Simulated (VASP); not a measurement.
Wanted: the native input for a VASP 6.6.1 run.

```yaml
Task: single point
Functional: PBE
Potentials_or_basis: VASP PAW PBE potentials, release 64 (Zn, Se)
Cutoff: 520 eV
k_mesh: 16 × 16 × 16
Occupations: fermi-dirac, width 0.1 eV
Spin: no spin polarisation
Dipole_correction: no
Further_INCAR_settings: ALGO = Normal; EDIFF = 1e-06; NBANDS = 16
```

The structure of ZnSe (rocksalt type) lies in POSCAR:

```
ZnSe
1.0
    0.0000000000      2.2899353264      2.2899353264
    2.2899353264      0.0000000000      2.2899353264
    2.2899353264      2.2899353264      0.0000000000
Zn Se
1 1
Direct
    0.0000000000      0.0000000000      0.0000000000
    0.5000000000      0.5000000000      0.5000000000
```

One way to write it, as run:

INCAR

```
SYSTEM = ZnSe
ALGO = Normal
EDIFF = 1E-6
ENCUT = 520
GGA = PE
ISIF = 2
ISMEAR = -1
LASPH = .True.
LCHARG = .False.
LREAL = .False.
LWAVE = .False.
NBANDS = 16
NELM = 80
PREC = Accurate
SIGMA = 0.1
```

KPOINTS

```
k-points
0
Gamma
  16 16 16
  0 0 0
```

Potentials or basis: VASP PAW PBE potentials, release 64 (Zn, Se).

Command:

```console
$ cat potpaw_PBE.64/Zn/POTCAR potpaw_PBE.64/Se/POTCAR > POTCAR
$ mpirun -np 1 vasp_std > vasp.out
```

Results of the run:

```json
{"Pressure": "101.8 GPa", "Band gap on the k mesh": "zero (bands 9 and 10 overlap by 1.43 eV)"}
```

Caveat: the cell stands under pressure.

Wall time 33 s on 1 thread of AMD EPYC 7R13 Processor (Zen 3) (shared host), peak memory 0.15 GiB.
